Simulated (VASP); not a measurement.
TiB2:

```
CELL_PARAMETERS angstrom
4.48000 0.00000 0.00000
0.00000 4.48000 0.00000
0.00000 0.00000 2.91200
ATOMIC_POSITIONS crystal
Ti 0.00000 0.00000 0.00000
Ti 0.50000 0.50000 0.50000
B 0.30500 0.30500 0.00000
B 0.19500 0.80500 0.50000
B 0.69500 0.69500 0.00000
B 0.80500 0.19500 0.50000
```

* Program: VASP 6.6.1
* Task: relaxation of cell and atoms
* Functional: PBE
* Potentials or basis: VASP PAW PBE potentials, release 64 (Ti_sv, B)
* Cutoff: 600 eV
* k mesh: 6 × 6 × 9
* Occupations: gaussian, width 0.1 eV
* Spin: no spin polarisation

At the start: pressure 66.9 GPa; volume 9.74 Å³/atom.

Task: How do energy, volume and symmetry change on relaxing?

Result: Over 35 steps the energy falls by 1787.0 meV/atom and the volume is 12.31 Å³/atom (+26.4 %); space group P4_2/mnm (No. 136, to 0.1 Å) before and after.

Step by step:
```csv
step,energy change (eV),largest force (eV/Å),pressure (GPa),volume (Å³)
1,0.0000,0.9345,66.90,58.45
2,-3.9518,1.2963,-10.32,99.76
3,-4.5323,1.2113,1.44,84.63
4,-4.5340,1.2297,0.39,85.58
5,-4.7586,0.7765,-1.45,87.04
6,-4.9689,0.2418,-3.95,89.72
7,-5.1829,0.2032,-6.05,95.22
8,-4.3270,7.0413,8.10,106.75
9,-5.2438,0.2482,-5.89,96.01
10,-5.6880,0.1041,-3.40,101.30
11,-5.5491,2.1083,0.83,104.00
12,-5.7094,0.3890,-2.59,101.94
13,-5.7543,0.5105,-2.43,102.17
14,-5.8586,0.9857,-1.87,102.84
15,-5.8595,2.5851,-0.09,104.17
16,-5.9011,1.6161,-1.18,103.47
17,-5.9792,1.5746,-1.56,103.43
18,-6.2058,1.4525,-2.74,103.30
19,-6.6251,1.2117,-4.97,103.02
20,-7.3321,0.7598,-9.03,102.38
21,-8.2899,0.0475,-15.49,100.75
22,-8.9116,1.1737,-21.25,96.23
23,-9.5294,0.9887,-18.27,89.99
24,-9.9315,0.7757,-12.95,83.30
25,-9.3805,0.2685,6.29,70.62
26,-9.9898,0.6163,-9.91,80.58
27,-10.2996,0.1597,-8.01,78.95
28,-10.6367,0.7025,-3.28,76.11
29,-9.9046,3.1118,15.54,70.20
30,-10.6696,1.0073,-1.37,75.27
31,-10.6729,1.1168,-0.62,74.96
32,-10.7192,0.0099,-0.62,74.33
33,-10.7193,0.0553,-0.60,74.36
34,-10.7209,0.0314,-0.41,74.17
35,-10.7219,0.0099,-0.02,73.85
```

Final structure:
```yaml
crystal:
  lattice:
    - [4.13692, 0.00000, 0.00000]
    - [0.00000, 4.13692, 0.00000]
    - [0.00000, 0.00000, 4.31511]
  atoms:
    - { symbol: Ti, position: [0.00000, 0.00000, 0.00000] }
    - { symbol: Ti, position: [0.50000, 0.50000, 0.50000] }
    - { symbol: B, position: [0.36794, 0.36794, 0.00000] }
    - { symbol: B, position: [0.13206, 0.86794, 0.50000] }
    - { symbol: B, position: [0.63206, 0.63206, 0.00000] }
    - { symbol: B, position: [0.86794, 0.13206, 0.50000] }
```

Caveat: the volume moved by over 15 % at a fixed basis, so the end points are rough.
